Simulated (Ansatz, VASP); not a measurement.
**Si3C2: VASP beside Ansatz**

```xyz
5
Lattice="4.6567 0.0000 0.0000 -2.3284 4.0328 0.0000 0.0000 0.0000 4.3430" Properties=species:S:1:pos:R:3 pbc="T T T"
Si    2.3284    0.0000    2.1715
Si   -1.1642    2.0164    2.1715
Si    1.1642    2.0164    2.1715
C     0.0000    2.6886    2.1715
C     2.3284    1.3443    2.1715
```

Alike in both runs: task relaxation of cell and atoms; functional PBE; k mesh 6 × 6 × 4; occupations gaussian, width 0.1 eV; no spin polarisation.

|  | VASP | Ansatz |
| --- | --- | --- |
| version | VASP 6.6.1 | Ansatz 0.2.0 |
| potentials or method | VASP PAW PBE potentials, release 64 (Si, C), cutoff 600 eV | scalar-relativistic, plane waves, PAW |
| valence electrons in the cell | 20 | 20 |

```tsv
	VASP	Ansatz	Ansatz less VASP
gap on the k mesh at the Fermi level, each at its own relaxed structure (eV)	none	none	-
relaxed volume (Å³/atom)	17.92	18.12	+0.200
relaxed cell length with the largest relative difference (Å)	6.458	6.493	+0.0346
```

A gap of «none» marks a metal or a gap that the smearing closes.

The k mesh is coarse, so the values compare programs but aren't converged.
